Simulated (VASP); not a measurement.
A run of VASP 6.6.1:

File POSCAR:

```
SiC
1.0
    1.5393272883     -2.6661948937      0.0000000000
    1.5393272883      2.6661948937      0.0000000000
    0.0000000000      0.0000000000     15.1073858901
Si C
6 6
Direct
    0.1666664376      0.8333335624      0.8577054895
    0.8333335624      0.1666664376      0.3577054895
    0.4999999115      0.5000000885      0.5244853048
    0.5000000885      0.4999999115      0.0244853048
    0.8333329901      0.1666670099      0.6912206563
    0.1666670099      0.8333329901      0.1912206563
    0.4999997579      0.5000002421      0.6498433090
    0.5000002421      0.4999997579      0.1498433090
    0.1666667667      0.8333332333      0.9826804848
    0.8333332333      0.1666667667      0.4826804848
    0.8333331349      0.1666668651      0.8162047553
    0.1666668651      0.8333331349      0.3162047553
```

INCAR.step1

```
SYSTEM = SiC
  PREC = Accurate
  ENCUT = 520
  ISMEAR = 0
  SIGMA = 0.02
  LREAL = .False.
  LASPH = .True.
  NELM = 80
  NBANDS = 36
  GGA = PE
  ALGO = Normal
  EDIFF = 1E-4
  LWAVE = .True.
  LCHARG = .False.
```

INCAR.step2

```
SYSTEM = SiC
  PREC = Accurate
  ENCUT = 520
  EDIFF = 1E-6
  ISMEAR = 0
  SIGMA = 0.02
  LREAL = .False.
  LASPH = .True.
  NELM = 80
  ALGO = Normal
  ISIF = 2
  LWAVE = .False.
  LCHARG = .False.
  METAGGA = R2SCAN
  LMIXTAU = .True.
  NBANDS = 36
  ISTART = 1
```

The input KPOINTS:

```
regular mesh
0
Gamma
  12 12 2
  0 0 0
```

Potentials or basis: VASP PAW PBE potentials, release 64 (Si, C).

Run with:

```bash
$ cat potpaw_PBE.64/Si/POTCAR potpaw_PBE.64/C/POTCAR > POTCAR
$ cp INCAR.step1 INCAR
$ mpirun -np 1 vasp_std > vasp.out
$ cp INCAR.step2 INCAR
$ mpirun -np 1 vasp_std > vasp.out
```

Hardware: 1 thread of AMD EPYC 7R43 64-Core Processor (Zen 3), on a shared host.

Task: Estimate the wall time of this run.

Result: Run time: 21 min on 1 thread of AMD EPYC 7R43 64-Core Processor (Zen 3), with other jobs on the host, peak memory 0.27 GiB. Counts: k points 38.
